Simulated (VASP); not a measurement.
Wanted: the native input for a VASP 6.6.1 run.

```
Task                   : single point
Functional             : PBE
Potentials or basis    : VASP PAW PBE potentials, release 64 (Mg, O)
Cutoff                 : 520 eV
k mesh                 : 6 × 6 × 6
Occupations            : gaussian, width 0.01 eV
Spin                   : no spin polarisation
Dipole correction      : no
Further INCAR settings : ALGO = Normal; EDIFF = 1e-06; NBANDS = 11
```

The structure of MgO lies in POSCAR:

```
MgO
1.0
    0.0000000000      2.1021680260      2.1021680260
    2.1021680260      0.0000000000      2.1021680260
    2.1021680260      2.1021680260      0.0000000000
Mg O
1 1
Direct
    0.0000000000      0.0000000000      0.0000000000
    0.5000000000      0.5000000000      0.5000000000
```

The input as run:

INCAR

```
SYSTEM = MgO
PREC = Accurate
ENCUT = 520
EDIFF = 1E-6
ISMEAR = 0
SIGMA = 0.01
LREAL = .False.
LASPH = .True.
NELM = 80
ALGO = Normal
ISIF = 2
LWAVE = .False.
LCHARG = .False.
GGA = PE
NBANDS = 11
```

KPOINTS

```
Automatic mesh
0
Gamma
  6 6 6
  0 0 0
```

Potentials or basis: VASP PAW PBE potentials, release 64 (Mg, O).

Run with:

```bash
$ cat potpaw_PBE.64/Mg/POTCAR potpaw_PBE.64/O/POTCAR > POTCAR
$ mpirun -np 1 vasp_std > vasp.out
```

It gave:

```json
{"Pressure": "4.9 GPa", "Band gap on the k mesh": "4.78 eV"}
```

Caveat: the k points lie up to 0.43 Å⁻¹ apart.

It took 5.7 s on 1 thread of AMD EPYC 7R43 64-Core Processor (Zen 3), on a shared host, peak memory 0.1 GiB.
